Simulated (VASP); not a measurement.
# Ti16C in VASP: single point with PBE

Aim: the single point of Ti16C with PBE.

All numbers are computed with VASP 6.6.1; they aren't measurements. Logs are shortened: lines on timing, memory, paths and dates and some standing lists are left out, and cuts for length are marked.

## Step 1: The cell of the first run

The cell holds a slab with vacuum, 17 atoms: a = 6.511 Å, b = 6.511 Å, c = 20.179 Å, α = 90.00°, β = 90.00°, γ = 90.00°.

## Step 2: Single point, PBE

Contents of INCAR:

```
SYSTEM = Ti16C
PREC = Accurate
ENCUT = 520
EDIFF = 1E-7
ISMEAR = 0
SIGMA = 0.1
LREAL = Auto
LASPH = .True.
NELM = 80
ALGO = Normal
ISIF = 2
LWAVE = .False.
LCHARG = .False.
LDIPOL = .True.
IDIPOL = 3
DIPOL = 0.5 0.5 0.325
GGA = PE
NBANDS = 112
```

Contents of KPOINTS:

```
regular mesh
0
Gamma
  4 4 1
  0 0 0
```

Contents of POSCAR:

```
Ti16C
1.0
    6.5106718526      0.0000000000      0.0000000000
    0.0000000000      6.5106718526      0.0000000000
    0.0000000000      0.0000000000     20.1793673972
Ti C
16 1
Direct
    0.2500000000      0.2500000000      0.1982222694
    0.2500000000      0.7500000000      0.1982222694
    0.7500000000      0.2500000000      0.1982222694
    0.7500000000      0.7500000000      0.1982222694
    0.0000000000      0.0000000000      0.2788822788
    0.0000000000      0.5000000000      0.2788822788
    0.5000000000      0.0000000000      0.2788822788
    0.5000000000      0.5000000000      0.2788822788
    0.2500000000      0.2500000000      0.3551865244
    0.2500000000      0.7500000000      0.3551865244
    0.7500000000      0.2500000000      0.3551865244
    0.7500000000      0.7500000000      0.3551865244
    0.0000000000      0.0000000000      0.4301109755
    0.0000000000      0.5000000000      0.4301109755
    0.5000000000      0.0000000000      0.4301109755
    0.5000000000      0.5000000000      0.4301109755
    0.0000000000      0.2500000000      0.4764200456
```

Potentials or basis: VASP PAW PBE potentials, release 64 (Ti_sv, C).

On the command line:

```bash
cat potpaw_PBE.64/Ti_sv/POTCAR potpaw_PBE.64/C/POTCAR > POTCAR
mpirun -np 1 vasp_std > vasp.out
```

OUTCAR:

```text
SYSTEM = Ti16C
   PREC = Accurate
   ENCUT = 520
   EDIFF = 1E-7
   ISMEAR = 0
   LREAL = Auto
   LASPH = .True.
   NELM = 80
   ISIF = 2
   GGA = PE

 ion  position               nearest neighbor table
   1  0.250  0.250  0.198-   5 2.82   6 2.82   7 2.82   8 2.82
   2  0.250  0.750  0.198-   5 2.82   6 2.82   7 2.82   8 2.82
   3  0.750  0.250  0.198-   5 2.82   6 2.82   7 2.82   8 2.82
   4  0.750  0.750  0.198-   5 2.82   6 2.82   7 2.82   8 2.82
   5  0.000  0.000  0.279-   9 2.77  10 2.77  11 2.77  12 2.77   1 2.82   2 2.82   3 2.82   4 2.82

   6  0.000  0.500  0.279-   9 2.77  10 2.77  11 2.77  12 2.77   1 2.82   2 2.82   3 2.82   4 2.82

   7  0.500  0.000  0.279-   9 2.77  10 2.77  11 2.77  12 2.77   1 2.82   2 2.82   3 2.82   4 2.82

   8  0.500  0.500  0.279-   9 2.77  10 2.77  11 2.77  12 2.77   1 2.82   2 2.82   3 2.82   4 2.82

   9  0.250  0.250  0.355-  13 2.75  14 2.75  15 2.75  16 2.75   5 2.77   6 2.77   7 2.77   8 2.77

  10  0.250  0.750  0.355-  13 2.75  14 2.75  15 2.75  16 2.75   5 2.77   6 2.77   7 2.77   8 2.77

  11  0.750  0.250  0.355-  13 2.75  14 2.75  15 2.75  16 2.75   5 2.77   6 2.77   7 2.77   8 2.77

  12  0.750  0.750  0.355-  13 2.75  14 2.75  15 2.75  16 2.75   5 2.77   6 2.77   7 2.77   8 2.77

  13  0.000  0.000  0.430-  17 1.88  10 2.75  11 2.75  12 2.75   9 2.75
  14  0.000  0.500  0.430-  17 1.88  10 2.75  11 2.75  12 2.75   9 2.75
  15  0.500  0.000  0.430-   9 2.75  10 2.75  11 2.75  12 2.75
  16  0.500  0.500  0.430-   9 2.75  10 2.75  11 2.75  12 2.75
  17  0.000  0.250  0.476-  13 1.88  14 1.88

  LATTYP: Found a simple tetragonal cell.
 ALAT       =     6.5106718526
 C/A-ratio  =     3.0994293452

  Lattice vectors:

 A1 = (   6.5106718526,   0.0000000000,   0.0000000000)
 A2 = (   0.0000000000,   6.5106718526,   0.0000000000)
 A3 = (   0.0000000000,   0.0000000000,  20.1793673972)

Analysis of symmetry for initial positions (statically):
=====================================================================
 Subroutine PRICEL returns:
 Original cell was already a primitive cell.

 Routine SETGRP: Setting up the symmetry group for a
 simple tetragonal supercell.

 Subroutine GETGRP returns: Found  4 space group operations
 (whereof  2 operations were pure point group operations)
 out of a pool of 16 trial point group operations.

The static configuration has the point symmetry C_1h.
 The point group associated with its full space group is C_2v.

Analysis of symmetry for dynamics (positions and initial velocities):
=====================================================================
 Subroutine PRICEL returns:
 Original cell was already a primitive cell.

 Routine SETGRP: Setting up the symmetry group for a
 simple tetragonal supercell.

 Subroutine GETGRP returns: Found  4 space group operations
 (whereof  2 operations were pure point group operations)
 out of a pool of 16 trial point group operations.

The dynamic configuration has the point symmetry C_1h.
 The point group associated with its full space group is C_2v.

 Subroutine INISYM returns: Found  4 space group operations
 (whereof  2 operations are pure point group operations),
 and found     1 'primitive' translations

----------------------------------------------------------------------------------------

                                     Primitive cell

  volume of cell :     855.3801

  direct lattice vectors                    reciprocal lattice vectors
     6.510671853  0.000000000  0.000000000     0.153593980  0.000000000  0.000000000
     0.000000000  6.510671853  0.000000000     0.000000000  0.153593980  0.000000000
     0.000000000  0.000000000 20.179367397     0.000000000  0.000000000  0.049555567

  length of vectors
     6.510671853  6.510671853 20.179367397     0.153593980  0.153593980  0.049555567

  position of ions in fractional coordinates (direct lattice)
     0.250000000  0.250000000  0.198222269
     0.250000000  0.750000000  0.198222269
     0.750000000  0.250000000  0.198222269
     0.750000000  0.750000000  0.198222269
     0.000000000  0.000000000  0.278882279
     0.000000000  0.500000000  0.278882279
[... 9 lines left out ...]
     0.500000000  0.500000000  0.430110975
     0.000000000  0.250000000  0.476420046

  ion indices of the primitive-cell ions
   primitive index   ion index
                 1           1
                 2           2
                 3           3
                 4           4
                 5           5
                 6           6
[... 9 lines left out ...]
                16          16
                17          17

----------------------------------------------------------------------------------------

 KPOINTS: regular mesh

Automatic generation of k-mesh.
 Grid dimensions read from file:
 generate k-points for:    4    4    1

 Generating k-lattice:

  Cartesian coordinates                     Fractional coordinates (reciprocal lattice)
     0.038398495  0.000000000  0.000000000     0.250000000  0.000000000  0.000000000
     0.000000000  0.038398495  0.000000000     0.000000000  0.250000000  0.000000000
     0.000000000  0.000000000  0.049555567     0.000000000  0.000000000  1.000000000

  Length of vectors
     0.038398495  0.038398495  0.049555567

  Shift w.r.t. Gamma in fractional coordinates (k-lattice)
     0.000000000  0.000000000  0.000000000

 Subroutine IBZKPT returns following result:
 ===========================================

 Found      9 irreducible k-points:

 Following reciprocal coordinates:
            Coordinates               Weight
  0.000000  0.000000  0.000000      1.000000
  0.250000  0.000000  0.000000      2.000000
  0.000000  0.250000  0.000000      2.000000
  0.500000  0.000000  0.000000      1.000000
  0.000000  0.500000  0.000000      1.000000
  0.250000  0.250000  0.000000      4.000000
  0.500000  0.250000  0.000000      2.000000
 -0.250000  0.500000  0.000000      2.000000
  0.500000  0.500000  0.000000      1.000000
   k-points           NKPTS =      9   k-points in BZ     NKDIM =      9   number of bands    NBANDS=    112
   number of dos      NEDOS =    301   number of ions     NIONS =     17
   total plane-waves  NPLWV = 345600
   dimension x,y,z NGX =    48 NGY =   48 NGZ =  150
   dimension x,y,z NGXF=    96 NGYF=   96 NGZF=  300
   ions per type =              16   1
   NGX,Y,Z   is equivalent  to a cutoff of  12.26, 12.26, 12.36 a.u.
   NGXF,Y,Z  is equivalent  to a cutoff of  24.51, 24.51, 24.72 a.u.
 SYSTEM =  Ti16C
   PREC   = accura    normal or accurate (medium, high low for compatibility)
   ISTART =      0    job   : 0-new  1-cont  2-samecut
   ICHARG =      2    charge: 1-file 2-atom 10-const
   ISPIN  =      1    spin polarized calculation?
   LNONCOLLINEAR =      F non collinear calculations
   LSORBIT =      F    spin-orbit coupling
   LASPH  =      T    aspherical Exc in radial PAW
   ENCUT  =  520.0 eV  38.22 Ry    6.18 a.u.  12.11 12.11 37.52*2*pi/ulx,y,z
   NELM   =     80;   NELMIN=  2; NELMDL= -5     # of ELM steps
   EDIFF  = 0.1E-06   stopping-criterion for ELM
   LREAL  =      T    real-space projection
   EDIFFG = 0.1E-05   stopping-criterion for IOM
   NSW    =      0    number of steps for IOM
   IBRION =     -1    ionic relax: 0-MD 1-quasi-New 2-CG
   NFREE  =      0    steps in history (QN), initial steepest desc. (CG)
   ISIF   =      2    stress and relaxation
   ISYM   =      2    0-nonsym 1-usesym 2-fastsym
   POTIM  = 0.5000    time-step for ionic-motion
   TEBEG  =    0.0;   TEEND  =   0.0 temperature during run
   PSTRESS=    0.0 pullay stress
   NELECT =     196.0000    total number of electrons
   NUPDOWN=      -1.0000    fix difference up-down
   EMIN   =  10.00;   EMAX   =-10.00  energy-range for DOS
   EFERMI =   0.00;   METHOD = LEGACY
   ISMEAR =     0;   SIGMA  =   0.10  broadening in eV -4-tet -1-fermi 0-gaus
   EFERMI_NEDOS =   21; number of points for ismear=-14 and -15
   IALGO  =     38    algorithm
   IMIX   =      4    mixing-type and parameters
     AMIX     =   0.40;   BMIX     =  1.00
     AMIX_MAG =   1.60;   BMIX_MAG =  1.00
  volume/ion in A,a.u.               =      50.32       339.55
  Fermi-wavevector in a.u.,A,eV,Ry     =   1.001783  1.893096 13.654397  1.003570
  Thomas-Fermi vector in A             =   2.134228
   LORBIT       =      0    0 simple, 1 ext, 2 COOP (PROOUT), +10 PAW based schemes
   GGA     = PE    functional components
   LHFCALC =     F    Hartree Fock is set to
   AEXX    =    0.0000 exact exchange contribution
   IVDW    =     0    specifies the selected vdW correction
   LEPSILON=     F    determine dielectric tensor
   LRPA    =     F    only Hartree local field effects (RPA)
 non-spin polarized calculation
 Gauss-broadening in eV      SIGMA  =   0.10
  energy-cutoff  :      520.00
  volume of cell :      855.38
 maximum number of plane-waves:     23060
   NGX = 25   NGY = 25   NGZ = 75

 dipolmoment           0.000000      0.000000     -0.063713 electrons x Angstroem

 number of electron     196.0000093 magnetization

 dipolmoment           0.000000      0.000000      0.214560 electrons x Angstroem

 Free energy of the ion-electron system (eV)
  ---------------------------------------------------
  ext. energy  EPLUGINS =         0.00000000
  ---------------------------------------------------
  free energy    TOTEN  =      -123.29240991 eV

  energy without entropy =     -123.10781016  energy(sigma->0) =     -123.20011004

 E-fermi :   0.3511     XC(G=0):  -4.8200

 val. band max:        0.3479477592   @ k =   0.5000   0.2500   0.0000
 cond. band min:       0.3554672045   @ k =   0.5000   0.5000   0.0000
 fundamental gap:      0.0075194453
 Fermi energy:         0.3511209742

 k-point     1 :       0.0000    0.0000    0.0000
  band No.  band energies     occupation
      1     -56.7137      2.00000
      2     -56.7000      2.00000
      3     -56.6979      2.00000
      4     -56.6877      2.00000
      5     -56.6021      2.00000
      6     -56.5880      2.00000
[... 102 lines left out ...]
    109       1.2785      0.00000
    110       1.2934      0.00000

 k-point     2 :       0.2500    0.0000    0.0000
  band No.  band energies     occupation
      1     -56.7117      2.00000
      2     -56.7020      2.00000
      3     -56.6964      2.00000
      4     -56.6892      2.00000
      5     -56.6020      2.00000
      6     -56.5879      2.00000
[... 783 lines left out ...]
 k-point     9 :       0.5000    0.5000    0.0000
  band No.  band energies     occupation
      1     -56.7036      2.00000
      2     -56.7035      2.00000
      3     -56.6961      2.00000
      4     -56.6961      2.00000
      5     -56.5951      2.00000
      6     -56.5947      2.00000
[... 102 lines left out ...]
    109       1.0191      0.00000
    110       1.0233      0.00000
 [bands above 110 left out]

------------------------ aborting loop because EDIFF is reached ----------------------------------------

 vacuum level on the upper side and lower side of the slab       (xc-potential included)         0.362        -0.552

  FORCE on cell =-STRESS in cart. coord.  units (eV):
  Direction    XX          YY          ZZ          XY          YZ          ZX
  --------------------------------------------------------------------------------------
  -------------------------------------------------------------------------------------
  Total       -9.1880688     -6.1843685     -3.1357180      0.0000000      0.0000000      0.0000000
  in kB      -17.2097935    -11.5836862     -5.8733844      0.0000000      0.0000000      0.0000000
  external PRESSURE =     -11.5556214 kB  Pullay stress =       0.0000000 kB

 VOLUME and BASIS-vectors are now :
 -----------------------------------------------------------------------------
  energy-cutoff  :      520.00
  volume of cell :      855.38
      direct lattice vectors                 reciprocal lattice vectors
     6.510671853  0.000000000  0.000000000     0.153593980  0.000000000  0.000000000
     0.000000000  6.510671853  0.000000000     0.000000000  0.153593980  0.000000000
     0.000000000  0.000000000 20.179367397     0.000000000  0.000000000  0.049555567

 POSITION                                       TOTAL-FORCE (eV/Angst)
 -----------------------------------------------------------------------------------
      1.62767      1.62767      4.00000        -0.034537      0.000000      0.546488
      1.62767      4.88300      4.00000         0.021120     -0.000000      0.498356
      4.88300      1.62767      4.00000         0.034537      0.000000      0.546488
      4.88300      4.88300      4.00000        -0.021120      0.000000      0.498356
      0.00000      0.00000      5.62767         0.000000      0.011822     -0.699680
      0.00000      3.25534      5.62767         0.000000     -0.011822     -0.699680
[... 9 lines left out ...]
      3.25534      3.25534      8.67937         0.000000      0.464801     -0.106239
      0.00000      1.62767      9.61386         0.000000      0.000000      0.011543
 -----------------------------------------------------------------------------------
    total drift:                                0.000000      0.000000      0.140558

  FREE ENERGIE OF THE ION-ELECTRON SYSTEM (eV)
  ---------------------------------------------------
  free  energy   TOTEN  =      -123.2924099106 eV

  energy  without entropy=     -123.1078101595  energy(sigma->0) =     -123.20011004

 vacuum level on the upper side and lower side of the slab         4.420         3.477
```

Wall time 36 min (1 thread of AMD EPYC 9R45 (Zen 5), shared host); peak memory 0.97 GiB.

Results:

```yaml
Free_energy: -123.2924 eV
Largest_force: 1.008 eV/Å
Band_gap_on_the_k_mesh: zero (bands 98 and 99 overlap by 0.20 eV)
```

Forces in eV/Å, atoms in the order of the input:
```
Ti  -0.035  0.000  0.546
Ti   0.021  0.000  0.498
Ti   0.035  0.000  0.546
Ti  -0.021  0.000  0.498
Ti   0.000  0.012 -0.700
Ti   0.000 -0.012 -0.700
Ti   0.000  0.049 -0.383
Ti   0.000 -0.049 -0.383
Ti   0.144  0.000  0.046
Ti   0.789  0.000 -0.300
Ti  -0.144  0.000  0.046
Ti  -0.789  0.000 -0.300
Ti   0.000 -0.929  0.392
Ti   0.000  0.929  0.392
Ti   0.000 -0.465 -0.106
Ti   0.000  0.465 -0.106
C    0.000  0.000  0.012
```
